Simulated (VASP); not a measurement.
# HBr in VASP: a series of runs

The runs below take HBr through single point, relaxation of cell and atoms, relaxation of shape and atoms at fixed volume, with PBEsol.

All numbers are computed with VASP 6.6.1; they aren't measurements. Logs are shortened: lines on timing, memory, paths and dates and some standing lists are left out, and cuts for length are marked.

## 1. The cell of the first run

The typed cell holds 2 atoms: a = 5.446 Å, b = 4.198 Å, c = 4.198 Å, α = 80.88°, β = 49.56°, γ = 49.56°.

## 2. Single point, PBEsol

Input file INCAR:

```
SYSTEM = HBr
ALGO = Normal
EDIFF = 1E-6
ENCUT = 500
GGA = PS
GGA_COMPAT = .FALSE.
ISIF = 2
ISMEAR = 0
LASPH = .TRUE.
LCHARG = .FALSE.
LREAL = .FALSE.
LWAVE = .FALSE.
NBANDS = 11
NELM = 120
PREC = Accurate
SIGMA = 0.01
```

Input file KPOINTS:

```
k-points
0
G
  10 10 10
  0 0 0
```

Input file POSCAR:

```
HBr
1.0
    0.0000000000      3.8507205737      3.8509611666
    1.6711513560      0.0000000000      3.8509611666
    1.6711513560      3.8507205737      0.0000000000
H Br
1 1
Direct
    0.0000000000      0.0000000000      0.0000000000
    0.5000000000      0.5000000000      0.5000000000
```

Potentials or basis: VASP PAW PBE potentials, release 64 (H, Br).

The run is started by

```console
$ cat potpaw_PBE.64/H/POTCAR potpaw_PBE.64/Br/POTCAR > POTCAR
$ mpirun -np 1 vasp_std > vasp.out
```

OUTCAR:

```text
SYSTEM = HBr
   EDIFF = 1E-6
   ENCUT = 500
   GGA = PS
   ISIF = 2
   ISMEAR = 0
   LASPH = .TRUE.
   LREAL = .FALSE.
   NELM = 120
   PREC = Accurate

 ion  position               nearest neighbor table
   1  0.000  0.000  0.000-   2 1.67   2 1.67
   2  0.500  0.500  0.500-   1 1.67   1 1.67

  LATTYP: Found a face centered orthorhombic cell.
 ALAT       =     3.3423027120
 B/A-ratio  =     2.3042320852
 C/A-ratio  =     2.3043760535

  Lattice vectors:

 A1 = (   0.0000000000,   3.8507205737,   3.8509611666)
 A2 = (   1.6711513560,   0.0000000000,   3.8509611666)
 A3 = (   1.6711513560,   3.8507205737,   0.0000000000)

Analysis of symmetry for initial positions (statically):
=====================================================================
 Subroutine PRICEL returns:
 Original cell was already a primitive cell.

 Routine SETGRP: Setting up the symmetry group for a
 face centered orthorhombic supercell.

 Subroutine GETGRP returns: Found  8 space group operations
 (whereof  8 operations were pure point group operations)
 out of a pool of  8 trial point group operations.

The static configuration has the point symmetry D_2h.

Analysis of symmetry for dynamics (positions and initial velocities):
=====================================================================
 Subroutine PRICEL returns:
 Original cell was already a primitive cell.

 Routine SETGRP: Setting up the symmetry group for a
 face centered orthorhombic supercell.

 Subroutine GETGRP returns: Found  8 space group operations
 (whereof  8 operations were pure point group operations)
 out of a pool of  8 trial point group operations.

The dynamic configuration has the point symmetry D_2h.

 Subroutine INISYM returns: Found  8 space group operations
 (whereof  8 operations are pure point group operations),
 and found     1 'primitive' translations

----------------------------------------------------------------------------------------

                                     Primitive cell

  volume of cell :      49.5629

  direct lattice vectors                    reciprocal lattice vectors
     0.000000000  3.850720574  3.850961167    -0.299194922  0.129845828  0.129837715
     1.671151356  0.000000000  3.850961167     0.299194922 -0.129845828  0.129837715
     1.671151356  3.850720574  0.000000000     0.299194922  0.129845828 -0.129837715

  length of vectors
     5.445911388  4.197933868  4.197713162     0.351048961  0.351048961  0.351048961
[... 82 lines left out ...]
   LREAL  =      F    real-space projection
   EDIFFG = 0.1E-04   stopping-criterion for IOM
   NSW    =      0    number of steps for IOM
   IBRION =     -1    ionic relax: 0-MD 1-quasi-New 2-CG
   NFREE  =      0    steps in history (QN), initial steepest desc. (CG)
   ISIF   =      2    stress and relaxation
   ISYM   =      2    0-nonsym 1-usesym 2-fastsym
   POTIM  = 0.5000    time-step for ionic-motion
   TEBEG  =    0.0;   TEEND  =   0.0 temperature during run
   PSTRESS=    0.0 pullay stress
   NELECT =       8.0000    total number of electrons
   NUPDOWN=      -1.0000    fix difference up-down
   EMIN   =  10.00;   EMAX   =-10.00  energy-range for DOS
   EFERMI =   0.00;   METHOD = LEGACY
   ISMEAR =     0;   SIGMA  =   0.01  broadening in eV -4-tet -1-fermi 0-gaus
   EFERMI_NEDOS =   21; number of points for ismear=-14 and -15
   IALGO  =     38    algorithm
   IMIX   =      4    mixing-type and parameters
     AMIX     =   0.40;   BMIX     =  1.00
     AMIX_MAG =   1.60;   BMIX_MAG =  1.00
  volume/ion in A,a.u.               =      24.78       167.23
  Fermi-wavevector in a.u.,A,eV,Ry     =   0.891359  1.684424 10.810106  0.794520
  Thomas-Fermi vector in A             =   2.013169
   LORBIT       =      0    0 simple, 1 ext, 2 COOP (PROOUT), +10 PAW based schemes
   GGA     = PS    functional components
   LHFCALC =     F    Hartree Fock is set to
   AEXX    =    0.0000 exact exchange contribution
   IVDW    =     0    specifies the selected vdW correction
   LEPSILON=     F    determine dielectric tensor
   LRPA    =     F    only Hartree local field effects (RPA)
 non-spin polarized calculation
 Gauss-broadening in eV      SIGMA  =   0.01
  energy-cutoff  :      500.00
  volume of cell :       49.56
 maximum number of plane-waves:      1272
   NGX = 19   NGY = 15   NGZ = 15

 number of electron       8.0000001 magnetization

 Free energy of the ion-electron system (eV)
  ---------------------------------------------------
  ext. energy  EPLUGINS =         0.00000000
  ---------------------------------------------------
  free energy    TOTEN  =        -5.06157934 eV

  energy without entropy =       -5.06157934  energy(sigma->0) =       -5.06157934

 E-fermi :  -2.6148     XC(G=0):  -6.8963

 val. band max:       -2.7019663595   @ k =   0.4000  -0.4000   0.1000
 cond. band min:      -1.2616872572   @ k =   0.0000   0.5000   0.5000
 fundamental gap:      1.4402791023
 Fermi energy:        -2.6148152130

 k-point     1 :       0.0000    0.0000    0.0000
  band No.  band energies     occupation
      1     -16.9654      2.00000
      2      -3.0225      2.00000
      3      -3.0021      2.00000
      4      -3.0018      2.00000
      5      -0.9884      0.00000
      6       3.2534      0.00000
      7       6.8424      0.00000
      8      12.3429      0.00000
      9      12.3433      0.00000
     10      12.4065      0.00000
     11      12.4068      0.00000
[... 309 lines left out ...]
 k-point    24 :       0.4000    0.3000    0.0000
  band No.  band energies     occupation
      1     -16.7760      2.00000
      2      -4.6400      2.00000
      3      -4.1213      2.00000
      4      -2.8886      2.00000
      5       0.6882      0.00000
      6       5.3866      0.00000
      7       7.5799      0.00000
      8       9.7030      0.00000
      9      10.3417      0.00000
     10      12.6194      0.00000
     11      12.9626      0.00000

 [... further k-points ...]
[... 5 lines left out ...]
  --------------------------------------------------------------------------------------
  -------------------------------------------------------------------------------------
  Total        0.0020261     -0.0117681     -0.0118451      0.0000000      0.0000000      0.0000000
  in kB        0.0654959     -0.3804187     -0.3829052      0.0000000      0.0000000      0.0000000
  external PRESSURE =      -0.2326093 kB  Pullay stress =       0.0000000 kB

 VOLUME and BASIS-vectors are now :
 -----------------------------------------------------------------------------
  energy-cutoff  :      500.00
  volume of cell :       49.56
      direct lattice vectors                 reciprocal lattice vectors
     0.000000000  3.850720574  3.850961167    -0.299194922  0.129845828  0.129837715
     1.671151356  0.000000000  3.850961167     0.299194922 -0.129845828  0.129837715
     1.671151356  3.850720574  0.000000000     0.299194922  0.129845828 -0.129837715

 POSITION                                       TOTAL-FORCE (eV/Angst)
 -----------------------------------------------------------------------------------
      0.00000      0.00000      0.00000         0.000000     -0.000000      0.000000
      1.67115      3.85072      3.85096         0.000000      0.000000      0.000000
 -----------------------------------------------------------------------------------
    total drift:                               -0.000000     -0.000000      0.000000

  FREE ENERGIE OF THE ION-ELECTRON SYSTEM (eV)
  ---------------------------------------------------
  free  energy   TOTEN  =        -5.0615793429 eV

  energy  without entropy=       -5.0615793429  energy(sigma->0) =       -5.06157934
```

stdout:

```text
POSCAR found type information on POSCAR H Br
 POSCAR found :  2 types and       2 ions
 scaLAPACK will be used
 -----------------------------------------------------------------------------
|                                                                             |
|                                                                             |
|     You enforced a specific xc type in the INCAR file but a different       |
|     I HOPE YOU KNOW WHAT YOU ARE DOING!                                     |
|                                                                             |
 -----------------------------------------------------------------------------

 LDA part: xc-table for (Slater+PW92), standard interpolation
 POSCAR, INCAR and KPOINTS ok, starting setup
 FFT: planning ... GRIDC
 FFT: planning ... GRID_SOFT
 FFT: planning ... GRID
 WAVECAR not read
 entering main loop
```

It took 3.4 min on 1 thread of AMD EPYC 7R13, shared host; peak memory 0.22 GiB.

What came out:

| Quantity | Value |
| --- | --- |
| Free energy | -5.0616 eV |
| Pressure | 0.0 GPa |
| Band gap on the k mesh | 1.44 eV (least direct gap 1.74 eV) |

Caveat: the PAW data sets were made with another functional, which shifts forces and pressure a little. A k mesh can miss the band edges.

## 3. Relaxation of cell and atoms, PBEsol

Input file INCAR:

```
  PREC = Accurate
  ENCUT = 500
  EDIFF = 1E-7
  ISMEAR = 0
  SIGMA = 0.01
  LREAL = F
  LASPH = T
  NELM = 120
  ALGO = Normal
  ISIF = 3
  LWAVE = F
  LCHARG = F
  GGA = PS
  IBRION = 2
  NSW = 80
  EDIFFG = -0.001
  GGA_COMPAT = F
  NELMIN = 4
```

Input file KPOINTS:

```
Automatic mesh
0
Gamma
  10 10 10
```

POSCAR is that of step 2.

Potentials or basis: VASP PAW PBE potentials, release 64 (H, Br).

The run is started by

```console
$ cat potpaw_PBE.64/H/POTCAR potpaw_PBE.64/Br/POTCAR > POTCAR
$ mpirun -np 1 vasp_std > vasp.out
```

Wall time 19 min (1 thread of AMD EPYC 7R13, shared host); peak memory 0.23 GiB.

Results (log left out):

```yaml
Free_energy: -5.0617 eV
Relaxed_volume: 24.32 Å³/atom
Relaxed_cell: a = 5.395 Å, b = 4.165 Å, c = 4.165 Å, α = 80.73°, β = 49.63°, γ = 49.63°
Space_group_after_relaxing_to_0.1_Å: I4/mmm (No. 139)
Energy_gained_by_relaxing: 0.0 meV/atom
Ionic_steps: 18
Pressure_after_relaxing: 0.0 GPa
Band_gap_on_the_k_mesh: 1.41 eV (least direct gap 1.70 eV)
```

Final structure:
```
CELL_PARAMETERS angstrom
0.00000 3.81508 3.81508
1.67124 0.00000 3.81508
1.67124 3.81508 0.00000
ATOMIC_POSITIONS crystal
H 0.00000 0.00000 0.00000
Br 0.50000 0.50000 0.50000
```

Levels at points of the mesh, in eV from the valence-band top:
| k point | band 2 | band 3 | band 4 | band 5 | band 6 | band 7 |
| --- | --- | --- | --- | --- | --- | --- |
| (0.00, 0.00, 0.00) | -0.33 | -0.29 | -0.29 | 1.70 | 5.96 | 9.56 |
| (0.50, 0.00, 0.00) | -7.10 | -0.24 | -0.16 | 7.40 | 8.36 | 11.69 |
| (0.50, 0.50, 0.00) | -1.82 | -0.44 | -0.13 | 1.56 | 8.65 | 10.15 |
| (0.50, 0.00, 0.50) | -1.82 | -0.44 | -0.13 | 1.56 | 8.65 | 10.15 |
| (0.00, 0.50, 0.50) | -1.48 | -1.48 | -0.55 | 1.41 | 7.29 | 13.24 |

Caveat: the PAW data sets were made with another functional, which shifts forces and pressure a little. A k mesh can miss the band edges.

## 4. Single point, PBEsol

Input file INCAR:

```
  PREC = Accurate
  ENCUT = 520
  EDIFF = 1E-6
  ISMEAR = 0
  SIGMA = 0.02
  LREAL = F
  LASPH = T
  NELM = 80
  ALGO = Normal
  ISIF = 2
  LWAVE = F
  LCHARG = F
  GGA = PS
  NBANDS = 11
```

Input file KPOINTS:

```
regular mesh
0
Gamma
  10 10 10
```

POSCAR is that of step 3.

The run is started by

```console
$ cat potpaw_PBE.64/H/POTCAR potpaw_PBE.64/Br/POTCAR > POTCAR
$ mpirun -np 1 vasp_std > vasp.out
```

It took 80 s on 1 thread of Intel Xeon Platinum 8259CL at 2.50GHz (Skylake/Cascade Lake), shared host; peak memory 0.25 GiB.

It converged, with:

```yaml
Free_energy: -5.0618 eV
Pressure: 0.0 GPa
Band_gap_on_the_k_mesh: 1.44 eV (least direct gap 1.74 eV)
```

Levels at points of the mesh, in eV from the valence-band top:
| k point | band 1 | band 2 | band 3 | band 4 | band 5 | band 6 | band 7 | band 8 | band 9 |
| --- | --- | --- | --- | --- | --- | --- | --- | --- | --- |
| (0.00, 0.00, 0.00) | -14.26 | -0.32 | -0.30 | -0.30 | 1.71 | 5.96 | 9.54 | 15.04 | 15.05 |
| (0.50, 0.00, 0.00) | -12.87 | -7.08 | -0.21 | -0.14 | 7.44 | 8.38 | 11.64 | 13.13 | 13.25 |
| (0.50, 0.50, 0.00) | -14.14 | -1.76 | -0.42 | -0.15 | 1.58 | 8.60 | 10.07 | 12.31 | 14.39 |
| (0.50, 0.00, 0.50) | -14.14 | -1.76 | -0.42 | -0.15 | 1.58 | 8.60 | 10.07 | 12.31 | 14.39 |
| (0.00, 0.50, 0.50) | -14.03 | -1.44 | -1.44 | -0.52 | 1.44 | 7.33 | 13.11 | 13.11 | 17.16 |

Caveat: the PAW data sets were made with another functional, which shifts forces and pressure a little.

## 5. Relaxation of cell and atoms, PBEsol

This run uses another cell than the first one, of 23.95 Å³/atom.

Input file INCAR:

```
SYSTEM = HBr
PREC = Accurate
ENCUT = 600
EDIFF = 1E-6
ISMEAR = 0
SIGMA = 0.02
LREAL = .False.
LASPH = .True.
NELM = 80
ALGO = Normal
ISIF = 3
LWAVE = .False.
LCHARG = .False.
GGA = PS
IBRION = 2
NSW = 100
EDIFFG = -0.005
```

Input file KPOINTS:

```
Automatic mesh
0
Gamma
  10 10 10
  0 0 0
```

Input file POSCAR:

```
HBr
1.0
    0.0000000000      3.7760286676      3.7875620523
    1.6743308996      0.0000000000      3.7875620523
    1.6743308996      3.7760286676      0.0000000000
H Br
1 1
Direct
    0.0000000000      0.0000000000      0.0000000000
    0.5000000000      0.5000000000      0.5000000000
```

Potentials or basis: VASP PAW PBE potentials, release 64 (H, Br).

The run is started by

```console
$ cat potpaw_PBE.64/H/POTCAR potpaw_PBE.64/Br/POTCAR > POTCAR
$ mpirun -np 1 vasp_std > vasp.out
```

OUTCAR:

```text
SYSTEM = HBr
   PREC = Accurate
   ENCUT = 600
   EDIFF = 1E-6
   ISMEAR = 0
   LREAL = .False.
   LASPH = .True.
   NELM = 80
   ISIF = 3
   GGA = PS
   IBRION = 2
   NSW = 100
   EDIFFG = -0.005

 ion  position               nearest neighbor table
   1  0.000  0.000  0.000-   2 1.67   2 1.67
   2  0.500  0.500  0.500-   1 1.67   1 1.67

  LATTYP: Found a face centered orthorhombic cell.
 ALAT       =     3.3486617992
 B/A-ratio  =     2.2552463605
 C/A-ratio  =     2.2621347150

  Lattice vectors:

 A1 = (   0.0000000000,   3.7760286676,   3.7875620523)
 A2 = (   1.6743308996,   0.0000000000,   3.7875620523)
 A3 = (   1.6743308996,   3.7760286676,   0.0000000000)

Analysis of symmetry for initial positions (statically):
[... 364 lines left out ...]

  energy without entropy =       -5.06201145  energy(sigma->0) =       -5.06201145

 E-fermi :  -2.6107     XC(G=0):  -6.8946

 val. band max:       -2.7050429108   @ k =   0.4000  -0.2000   0.3000
 cond. band min:      -1.2691366766   @ k =   0.0000   0.5000   0.5000
 fundamental gap:      1.4359062341
 Fermi energy:        -2.6107136183

 k-point     1 :       0.0000    0.0000    0.0000
  band No.  band energies     occupation
      1     -16.9669      2.00000
      2      -3.0278      2.00000
      3      -3.0077      2.00000
      4      -3.0030      2.00000
      5      -0.9961      0.00000
      6       3.2492      0.00000
      7       6.8392      0.00000
      8      12.3364      0.00000
[... 243 lines left out ...]
 k-point    24 :       0.4000    0.3000    0.0000
  band No.  band energies     occupation
      1     -16.7774      2.00000
      2      -4.6447      2.00000
      3      -4.1239      2.00000
      4      -2.8938      2.00000
      5       0.6793      0.00000
      6       5.3813      0.00000
      7       7.5771      0.00000
      8       9.6934      0.00000

 [... further k-points ...]
[... 5 lines left out ...]
  --------------------------------------------------------------------------------------
  -------------------------------------------------------------------------------------
  Total       -0.0054873     -0.0002389      0.0006988      0.0000000      0.0000000      0.0000000
  in kB       -0.1772661     -0.0077180      0.0225744      0.0000000      0.0000000      0.0000000
  external PRESSURE =      -0.0541366 kB  Pullay stress =       0.0000000 kB
[... 17 lines left out ...]
  FREE ENERGIE OF THE ION-ELECTRON SYSTEM (eV)
  ---------------------------------------------------
  free  energy   TOTEN  =        -5.0620114505 eV

  energy  without entropy=       -5.0620114505  energy(sigma->0) =       -5.06201145

 reached required accuracy - stopping structural energy minimisation
```

CONTCAR:

```text
HBr
   1.00000000000000
     0.0000000000000000    3.8535814349725497    3.8495788138976859
     1.6716145142292635    0.0000000000000001    3.8495788138976859
     1.6716145142292635    3.8535814349725497    0.0000000000000000
  H               Br
     1     1
Direct
     0.0000000000000000    0.0000000000000000    0.0000000000000000
     0.5000000000000000    0.5000000000000000    0.5000000000000000

  0.00000000E+00  0.00000000E+00  0.00000000E+00
  0.00000000E+00  0.00000000E+00  0.00000000E+00
```

It took 7.6 min on 1 thread of Intel Xeon Platinum 8259CL at 2.50GHz (Skylake/Cascade Lake), shared host; peak memory 0.3 GiB.

What came out:

```
Free energy                           : -5.0620 eV
Relaxed volume                        : 24.80 Å³/atom
Relaxed cell                          : a = 5.447 Å, b = 4.197 Å, c = 4.201 Å, α = 80.88°, β = 49.53°, γ = 49.59°
Space group after relaxing (to 0.1 Å) : I4/mmm (No. 139)
Energy gained by relaxing             : 0.2 meV/atom
Ionic steps                           : 11
Pressure after relaxing               : 0.0 GPa
Band gap on the k mesh                : 1.44 eV (least direct gap 1.73 eV)
```

Step by step:
| step | energy change (eV) | largest force (eV/Å) | pressure (GPa) | volume (Å³) |
| --- | --- | --- | --- | --- |
| 1 | 0.0000 | 0.0000 | -0.07 | 47.89 |
| 2 | -0.0001 | 0.0000 | 0.12 | 47.82 |
| 3 | -0.0001 | 0.0000 | 0.05 | 47.84 |
| 4 | -0.0001 | 0.0000 | 0.06 | 47.89 |
| 5 | -0.0002 | 0.0000 | 0.03 | 48.02 |
| 6 | -0.0003 | 0.0000 | 0.00 | 48.29 |
| 7 | -0.0004 | 0.0000 | -0.02 | 48.82 |
| 8 | -0.0004 | 0.0000 | -0.10 | 49.91 |
| 9 | -0.0004 | 0.0000 | -0.07 | 49.44 |
| 10 | -0.0004 | 0.0000 | -0.05 | 49.48 |
| 11 | -0.0005 | 0.0000 | -0.01 | 49.60 |

Final structure:
```cif
data_structure
_symmetry_space_group_name_H-M 'P 1'
_symmetry_Int_Tables_number 1
_cell_length_a 5.4470
_cell_length_b 4.1969
_cell_length_c 4.2005
_cell_angle_alpha 80.880
_cell_angle_beta 49.531
_cell_angle_gamma 49.589
_cell_volume 49.60
loop_
_atom_site_label
_atom_site_type_symbol
_atom_site_fract_x
_atom_site_fract_y
_atom_site_fract_z
_atom_site_occupancy
H1 H 0.00000 0.00000 0.00000 1
Br1 Br 0.50000 0.50000 0.50000 1
```

Caveat: the PAW data sets were made with another functional, which shifts forces and pressure a little. PBEsol gaps usually lie below the measured ones, often by a third to a half.

[end of part 1 of 2]
